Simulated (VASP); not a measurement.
# CdSe (Fm-3m) in VASP: notebook

Aim: see how the results for CdSe move with the level of theory and the settings. Levels: RPBE+D3(BJ), PBEsol+D3(BJ), PBEsol+D4, RPBE+D4, revPBE+D3(BJ). Tasks: single point.

Program: VASP 6.6.1. These are calculated values, not measurements. Logs are shortened: lines on timing, memory, paths and dates and some standing lists are left out, and cuts for length are marked.

**1. The cell of the first run**

It takes space group Fm-3m (No. 225, cubic). The conventional cell has a = 5.374 Å, b = 5.374 Å, c = 5.374 Å, α = 90.00°, β = 90.00°, γ = 90.00°. Within 3.5 Å of Cd (site symmetry m-3m) lie 6 Se at 2.69 Å. Se (site symmetry m-3m) has 6 Cd at 2.69 Å within 3.5 Å.

**2. Single point, RPBE+D3(BJ)**

Contents of INCAR:

```
ALGO     = Normal         # electronic algorithm
EDIFF    = 1E-6           # SCF threshold, eV
ENCUT    = 520            # plane-wave cutoff, eV
GGA      = RP             # functional
ISIF     = 2              # what is computed and relaxed
ISMEAR   = -1             # smearing method
IVDW     = 12             # dispersion correction
LASPH    = True           # aspherical terms in the spheres
LCHARG   = False          # write CHGCAR
LREAL    = False          # projectors in reciprocal space
LWAVE    = False          # write WAVECAR
NBANDS   = 16             # bands
NELM     = 100            # most SCF steps
PREC     = Accurate       # precision mode
SIGMA    = 0.05           # smearing width, eV
```

Contents of KPOINTS:

```
k-points
0
Gamma
  8 8 8
```

Contents of POSCAR:

```
CdSe
1.0
    0.0000000000      2.6868637249      2.6868637249
    2.6868637249      0.0000000000      2.6868637249
    2.6868637249      2.6868637249      0.0000000000
Cd Se
1 1
Direct
    0.0000000000      0.0000000000      0.0000000000
    0.5000000000      0.5000000000      0.5000000000
```

Potentials or basis: VASP PAW PBE potentials, release 64 (Cd, Se).

Run with:

```console
cat potpaw_PBE.64/Cd/POTCAR potpaw_PBE.64/Se/POTCAR > POTCAR
mpirun -np 1 vasp_std > vasp.out
```

OUTCAR:

```text
EDIFF = 1E-6
   ENCUT = 520
   GGA = RP
   ISIF = 2
   ISMEAR = -1
   IVDW = 12
   LASPH = True
   LREAL = False
   NELM = 100
   PREC = Accurate
 IVDW          = 12

 ion  position               nearest neighbor table
   1  0.000  0.000  0.000-   2 2.69   2 2.69   2 2.69   2 2.69   2 2.69   2 2.69
   2  0.500  0.500  0.500-   1 2.69   1 2.69   1 2.69   1 2.69   1 2.69   1 2.69

  LATTYP: Found a face centered cubic cell.
 ALAT       =     5.3737274498

  Lattice vectors:

 A1 = (   0.0000000000,   2.6868637249,   2.6868637249)
 A2 = (   2.6868637249,   0.0000000000,   2.6868637249)
 A3 = (   2.6868637249,   2.6868637249,   0.0000000000)

Analysis of symmetry for initial positions (statically):
=====================================================================
 Subroutine PRICEL returns:
 Original cell was already a primitive cell.

 Routine SETGRP: Setting up the symmetry group for a
 face centered cubic supercell.

 Subroutine GETGRP returns: Found 48 space group operations
 (whereof 48 operations were pure point group operations)
 out of a pool of 48 trial point group operations.

The static configuration has the point symmetry O_h .

Analysis of symmetry for dynamics (positions and initial velocities):
=====================================================================
 Subroutine PRICEL returns:
 Original cell was already a primitive cell.

 Routine SETGRP: Setting up the symmetry group for a
 face centered cubic supercell.

 Subroutine GETGRP returns: Found 48 space group operations
 (whereof 48 operations were pure point group operations)
 out of a pool of 48 trial point group operations.

The dynamic configuration has the point symmetry O_h .

 Subroutine INISYM returns: Found 48 space group operations
 (whereof 48 operations are pure point group operations),
 and found     1 'primitive' translations

----------------------------------------------------------------------------------------

                                     Primitive cell

  volume of cell :      38.7942

  direct lattice vectors                    reciprocal lattice vectors
     0.000000000  2.686863725  2.686863725    -0.186090569  0.186090569  0.186090569
     2.686863725  0.000000000  2.686863725     0.186090569 -0.186090569  0.186090569
     2.686863725  2.686863725  0.000000000     0.186090569  0.186090569 -0.186090569

  length of vectors
     3.799799120  3.799799120  3.799799120     0.322318321  0.322318321  0.322318321

  position of ions in fractional coordinates (direct lattice)
     0.000000000  0.000000000  0.000000000
     0.500000000  0.500000000  0.500000000

[... 77 lines left out ...]
   LREAL  =      F    real-space projection
   EDIFFG = 0.1E-04   stopping-criterion for IOM
   NSW    =      0    number of steps for IOM
   IBRION =     -1    ionic relax: 0-MD 1-quasi-New 2-CG
   NFREE  =      0    steps in history (QN), initial steepest desc. (CG)
   ISIF   =      2    stress and relaxation
   ISYM   =      2    0-nonsym 1-usesym 2-fastsym
   POTIM  = 0.5000    time-step for ionic-motion
   TEBEG  =    0.0;   TEEND  =   0.0 temperature during run
   PSTRESS=    0.0 pullay stress
   NELECT =      18.0000    total number of electrons
   NUPDOWN=      -1.0000    fix difference up-down
   EMIN   =  10.00;   EMAX   =-10.00  energy-range for DOS
   EFERMI =   0.00;   METHOD = LEGACY
   ISMEAR =    -1;   SIGMA  =   0.05  broadening in eV -4-tet -1-fermi 0-gaus
   EFERMI_NEDOS =   21; number of points for ismear=-14 and -15
   IALGO  =     38    algorithm
   IMIX   =      4    mixing-type and parameters
     AMIX     =   0.40;   BMIX     =  1.00
     AMIX_MAG =   1.60;   BMIX_MAG =  1.00
  volume/ion in A,a.u.               =      19.40       130.90
  Fermi-wavevector in a.u.,A,eV,Ry     =   1.267389  2.395018 21.854706  1.606276
  Thomas-Fermi vector in A             =   2.400540
   LORBIT       =      0    0 simple, 1 ext, 2 COOP (PROOUT), +10 PAW based schemes
   GGA     = RP    functional components
   LHFCALC =     F    Hartree Fock is set to
   AEXX    =    0.0000 exact exchange contribution
   IVDW    =    12    specifies the selected vdW correction
   LEPSILON=     F    determine dielectric tensor
   LRPA    =     F    only Hartree local field effects (RPA)
 non-spin polarized calculation
  energy-cutoff  :      520.00
  volume of cell :       38.79
 maximum number of plane-waves:      1056
   NGX = 15   NGY = 15   NGZ = 15

 number of electron      18.0000008 magnetization

 Free energy of the ion-electron system (eV)
  ---------------------------------------------------
  ext. energy  EPLUGINS =         0.00000000
  ---------------------------------------------------
  free energy    TOTEN  =        -3.90508924 eV

  energy without entropy =       -3.90290185  energy(sigma->0) =       -3.90399554

 E-fermi :   4.4971     XC(G=0): -10.8816

 val. band max:        4.3822884995   @ k =   0.5000   0.0000   0.0000
 cond. band min:       4.7783602766   @ k =   0.3750   0.3750   0.0000
 fundamental gap:      0.3960717771
 Fermi energy:         4.4971323826

 k-point     1 :       0.0000    0.0000    0.0000
  band No.  band energies     occupation
      1      -9.9329      2.00000
      2      -4.0952      2.00000
      3      -4.0952      2.00000
      4      -4.0762      2.00000
      5      -4.0762      2.00000
      6      -4.0762      2.00000
[... 433 lines left out ...]
      3      -4.2574      2.00000
      4      -4.1789      2.00000
      5      -3.8160      2.00000
      6      -3.7055      2.00000
[... 8 lines left out ...]
     15      16.6847      0.00000
     16      19.3599      0.00000

 [... further k-points ...]

------------------------ aborting loop because EDIFF is reached ----------------------------------------

 Edisp (eV)   -4.15351

 E8    (eV) :    -2.6017

  FORCE on cell =-STRESS in cart. coord.  units (eV):
  Direction    XX          YY          ZZ          XY          YZ          ZX
  --------------------------------------------------------------------------------------
  -------------------------------------------------------------------------------------
  Total       0.19922     0.19922     0.19922     0.00000    -0.00000     0.00000
  in kB       8.22749     8.22749     8.22749     0.00000    -0.00000     0.00000
  external pressure =        8.23 kB  Pullay stress =        0.00 kB

 VOLUME and BASIS-vectors are now :
 -----------------------------------------------------------------------------
  energy-cutoff  :      520.00
  volume of cell :       38.79
      direct lattice vectors                 reciprocal lattice vectors
     0.000000000  2.686863725  2.686863725    -0.186090569  0.186090569  0.186090569
     2.686863725  0.000000000  2.686863725     0.186090569 -0.186090569  0.186090569
     2.686863725  2.686863725  0.000000000     0.186090569  0.186090569 -0.186090569

 POSITION                                       TOTAL-FORCE (eV/Angst)
 -----------------------------------------------------------------------------------
      0.00000      0.00000      0.00000         0.000000     -0.000000     -0.000000
      2.68686      2.68686      2.68686        -0.000000      0.000000      0.000000
 -----------------------------------------------------------------------------------
    total drift:                               -0.000000      0.000000      0.000000

  FREE ENERGIE OF THE ION-ELECTRON SYSTEM (eV)
  ---------------------------------------------------
  free  energy   TOTEN  =        -8.0586000545 eV

  energy  without entropy=       -8.0564126673  energy(sigma->0) =       -8.05750636
```

stdout:

```text
POSCAR found type information on POSCAR CdSe
 POSCAR found :  2 types and       2 ions
 scaLAPACK will be used
 -----------------------------------------------------------------------------
|                                                                             |
|                                                                             |
|     You enforced a specific xc type in the INCAR file but a different       |
|     I HOPE YOU KNOW WHAT YOU ARE DOING!                                     |
|                                                                             |
 -----------------------------------------------------------------------------

 LDA part: xc-table for (Slater+PW92), standard interpolation
 POSCAR, INCAR and KPOINTS ok, starting setup
 FFT: planning ... GRIDC
 FFT: planning ... GRID_SOFT
 FFT: planning ... GRID
 WAVECAR not read
 entering main loop
```

It took 30 s on 1 thread of Intel Xeon Platinum 8259CL at 2.50GHz (Skylake/Cascade Lake), shared host; peak memory 0.17 GiB.

Results:

```
Free energy                : -8.0586 eV
Pressure                   : 0.8 GPa
Band gap on the k mesh     : zero (band 9 reaches 4.38 eV, above the bottom of band 10 at 3.95 eV)
Dispersion energy per atom : -2.077 eV
```

Caveat: the PAW data sets were made with another functional, which shifts forces and pressure a little; pairwise dispersion overbinds metals, which lowers pressure and volume.

**3. Single point, PBEsol+D3(BJ)**

This run uses another cell than the first one, of 21.48 Å³/atom, 1.107 times its volume.

Contents of INCAR:

```
SYSTEM = CdSe
PREC = Accurate ; ENCUT = 520
EDIFF = 1E-7 ; ISMEAR = -1
SIGMA = 0.05 ; LREAL = .FALSE.
LASPH = .TRUE. ; NELM = 60
ALGO = Normal ; ISIF = 2
LWAVE = .FALSE. ; LCHARG = .TRUE.
GGA = PS ; IVDW = 12
LELF = .TRUE. ; LVHAR = .TRUE.
NBANDS = 16
```

Contents of KPOINTS:

```
Automatic mesh
0
G
  8 8 8
  0 0 0
```

Contents of POSCAR:

```
CdSe
1.0
    0.0000000000      2.7796862930      2.7796862930
    2.7796862930      0.0000000000      2.7796862930
    2.7796862930      2.7796862930      0.0000000000
Cd Se
1 1
Direct
    0.0000000000      0.0000000000      0.0000000000
    0.5000000000      0.5000000000      0.5000000000
```

Potentials or basis: VASP PAW PBE potentials, release 64 (Cd, Se).

Run with:

```console
cat potpaw_PBE.64/Cd/POTCAR potpaw_PBE.64/Se/POTCAR > POTCAR
mpirun -np 1 vasp_std > vasp.out
```

Wall time 41 s (1 thread of Intel Xeon Platinum 8259CL at 2.50GHz (Skylake/Cascade Lake), shared host); peak memory 0.18 GiB.

It converged, with:

* Free energy: -6.7354 eV
* Pressure: 0.5 GPa
* Band gap on the k mesh: zero (band 9 reaches 3.07 eV, above the bottom of band 10 at 2.49 eV)
* Dispersion energy per atom: -0.382 eV

Levels at points of the mesh, in eV from the Fermi level:
| k point | band 7 | band 8 | band 9 | band 10 | band 11 | band 12 |
| --- | --- | --- | --- | --- | --- | --- |
| (0.00, 0.00, 0.00) | -0.88 | -0.88 | -0.88 | 0.27 | 8.54 | 8.54 |
| (0.50, 0.00, 0.00) | -5.59 | -0.13 | -0.13 | 2.72 | 5.03 | 5.03 |
| (0.50, 0.50, 0.00) | -4.91 | -2.57 | -2.57 | -0.68 | 5.11 | 10.22 |

Caveat: the PAW data sets were made with another functional, which shifts forces and pressure a little; pairwise dispersion overbinds metals, which lowers pressure and volume.

**4. Single point, PBEsol+D4**

This run uses another cell than the first one, of 21.79 Å³/atom, 1.123 times its volume.

Contents of INCAR:

```
SYSTEM = CdSe
PREC = Accurate ; ENCUT = 520
EDIFF = 1E-6 ; ISMEAR = -1
SIGMA = 0.05 ; LREAL = .False.
LASPH = .True. ; NELM = 100
ALGO = Normal ; ISIF = 2
LWAVE = .False. ; LCHARG = .True.
GGA = PS ; IVDW = 13
LELF = .True. ; LVHAR = .True.
NBANDS = 16
```

Contents of KPOINTS:

```
regular mesh
0
Gamma
  8 8 8
  0 0 0
```

Contents of POSCAR:

```
CdSe
1.0
    0.0000000000      2.7929973828      2.7929973828
    2.7929973828      0.0000000000      2.7929973828
    2.7929973828      2.7929973828      0.0000000000
Cd Se
1 1
Direct
    0.0000000000      0.0000000000      0.0000000000
    0.5000000000      0.5000000000      0.5000000000
```

Run with:

```console
cat potpaw_PBE.64/Cd/POTCAR potpaw_PBE.64/Se/POTCAR > POTCAR
mpirun -np 1 vasp_std > vasp.out
```

Run time: 32 s. Hardware: 1 thread of Intel Xeon Platinum 8259CL at 2.50GHz (Skylake/Cascade Lake), shared host; peak memory 0.17 GiB.

It converged, with:

* Free energy: -6.4657 eV
* Pressure: 0.5 GPa
* Band gap on the k mesh: zero (band 9 reaches 2.92 eV, above the bottom of band 10 at 2.36 eV)
* Dispersion energy per atom: -0.241 eV

Levels at points of the mesh, in eV from the Fermi level:
| k point | band 5 | band 6 | band 7 | band 8 | band 9 | band 10 | band 11 | band 12 | band 13 | band 14 |
| --- | --- | --- | --- | --- | --- | --- | --- | --- | --- | --- |
| (0.00, 0.00, 0.00) | -8.16 | -8.16 | -0.86 | -0.86 | -0.86 | 0.21 | 8.54 | 8.54 | 8.54 | 9.83 |
| (0.50, 0.00, 0.00) | -7.98 | -7.98 | -5.52 | -0.13 | -0.13 | 2.73 | 5.04 | 5.04 | 6.42 | 11.32 |
| (0.50, 0.50, 0.00) | -7.92 | -7.30 | -4.80 | -2.51 | -2.51 | -0.68 | 5.13 | 10.12 | 10.73 | 10.73 |

Caveat: the PAW data sets were made with another functional, which shifts forces and pressure a little; pairwise dispersion overbinds metals, which lowers pressure and volume.

**5. Single point, RPBE+D4**

This run uses another cell than the first one, of 22.40 Å³/atom, 1.155 times its volume.

Contents of INCAR:

```
PREC = Accurate
ENCUT = 520
EDIFF = 1E-6
ISMEAR = -1
SIGMA = 0.05
LREAL = False
LASPH = True
NELM = 100
ALGO = Normal
ISIF = 2
LWAVE = False
LCHARG = False
GGA = RP
IVDW = 13
NBANDS = 16
```

Contents of KPOINTS:

```
regular mesh
0
Gamma
  8 8 8
```

Contents of POSCAR:

```
CdSe
1.0
    0.0000000000      2.8189079006      2.8189079006
    2.8189079006      0.0000000000      2.8189079006
    2.8189079006      2.8189079006      0.0000000000
Cd Se
1 1
Direct
    0.0000000000      0.0000000000      0.0000000000
    0.5000000000      0.5000000000      0.5000000000
```

Run with:

```console
cat potpaw_PBE.64/Cd/POTCAR potpaw_PBE.64/Se/POTCAR > POTCAR
mpirun -np 1 vasp_std > vasp.out
```

Run time: 27 s. Hardware: 1 thread of Intel Xeon Platinum 8259CL at 2.50GHz (Skylake/Cascade Lake), shared host; peak memory 0.17 GiB.

It converged, with:

| Item | Value |
| --- | --- |
| Free energy | -6.0378 eV |
| Pressure | 0.4 GPa |
| Band gap on the k mesh | zero (band 9 reaches 2.89 eV, above the bottom of band 10 at 2.54 eV) |
| Dispersion energy per atom | -0.812 eV |

Levels at points of the mesh, in eV from the Fermi level:
```tsv
k point	band 6	band 7	band 8	band 9	band 10	band 11	band 12	band 13
(0.00, 0.00, 0.00)	-8.14	-0.79	-0.79	-0.79	0.34	8.60	8.60	8.60
(0.50, 0.00, 0.00)	-7.98	-5.28	-0.14	-0.14	2.99	5.22	5.22	6.35
(0.50, 0.50, 0.00)	-7.33	-4.52	-2.35	-2.35	-0.46	5.34	10.14	10.73
```

Caveat: the PAW data sets were made with another functional, which shifts forces and pressure a little; pairwise dispersion overbinds metals, which lowers pressure and volume.

**6. Single point, revPBE+D3(BJ)**

This run uses another cell than the first one, of 22.25 Å³/atom, 1.147 times its volume.

Contents of INCAR:

```
SYSTEM = CdSe
PREC     = Accurate       ! precision mode
ENCUT    = 520            ! plane-wave cutoff, eV
EDIFF    = 1E-6           ! SCF threshold, eV
ISMEAR   = -1             ! smearing method
SIGMA    = 0.05           ! smearing width, eV
LREAL    = .False.        ! projectors in reciprocal space
LASPH    = .True.         ! aspherical terms in the spheres
NELM     = 60             ! most SCF steps
ALGO     = Normal         ! electronic algorithm
ISIF     = 2              ! what is computed and relaxed
LWAVE    = .False.        ! write WAVECAR
LCHARG   = .False.        ! write CHGCAR
GGA      = RE             ! functional
IVDW     = 12             ! dispersion correction
NBANDS   = 16             ! bands
```

Contents of KPOINTS:

```
Automatic mesh
0
Gamma
  8 8 8
  0 0 0
```

Contents of POSCAR:

```
CdSe
1.0
    0.0000000000      2.8125828815      2.8125828815
    2.8125828815      0.0000000000      2.8125828815
    2.8125828815      2.8125828815      0.0000000000
Cd Se
1 1
Direct
    0.0000000000      0.0000000000      0.0000000000
    0.5000000000      0.5000000000      0.5000000000
```

Potentials or basis: VASP PAW PBE potentials, release 64 (Cd, Se).

Run with:

```console
cat potpaw_PBE.64/Cd/POTCAR potpaw_PBE.64/Se/POTCAR > POTCAR
mpirun -np 1 vasp_std > vasp.out
```

Run time: 33 s. Hardware: 1 thread of Intel Xeon Platinum 8259CL at 2.50GHz (Skylake/Cascade Lake), shared host; peak memory 0.18 GiB.

The run converged. Its results:

```
Free energy                : -6.1157 eV
Pressure                   : 0.4 GPa
Band gap on the k mesh     : zero (band 9 reaches 2.92 eV, above the bottom of band 10 at 2.54 eV)
Dispersion energy per atom : -0.802 eV
```

Levels at points of the mesh, in eV from the Fermi level:
```csv
k point,band 5,band 6,band 7,band 8,band 9,band 10,band 11,band 12,band 13,band 14
"(0.00, 0.00, 0.00)",-8.15,-8.15,-0.81,-0.81,-0.81,0.33,8.60,8.60,8.60,10.09
"(0.50, 0.00, 0.00)",-7.99,-7.99,-5.33,-0.14,-0.14,2.96,5.20,5.20,6.38,11.47
"(0.50, 0.50, 0.00)",-7.93,-7.33,-4.57,-2.38,-2.38,-0.49,5.31,10.16,10.75,10.75
```

Caveat: the PAW data sets were made with another functional, which shifts forces and pressure a little; pairwise dispersion overbinds metals, which lowers pressure and volume.

**7. Summary**

```csv
level,cell,gap on the mesh (eV),pressure (GPa)
RPBE+D3(BJ),"a = 3.800 Å, angles 60.0°, 2 atoms",none,0.8
PBEsol+D3(BJ),"a = 3.931 Å, angles 60.0°, 2 atoms",none,0.5
PBEsol+D4,"a = 3.950 Å, angles 60.0°, 2 atoms",none,0.5
RPBE+D4,"a = 3.987 Å, angles 60.0°, 2 atoms",none,0.4
revPBE+D3(BJ),"a = 3.978 Å, angles 60.0°, 2 atoms",none,0.4
```

Alike in all rows: task single point; potentials or basis VASP PAW PBE potentials, release 64 (Cd, Se); no spin polarisation; k mesh 8 × 8 × 8; cutoff (eV) 520; smearing fermi-dirac 0.05 eV.

Caveats: the PAW data sets were made with another functional, which shifts forces and pressure a little; pairwise dispersion overbinds metals, which lowers pressure and volume.

Absolute energies hang on the potentials; compare differences alone.
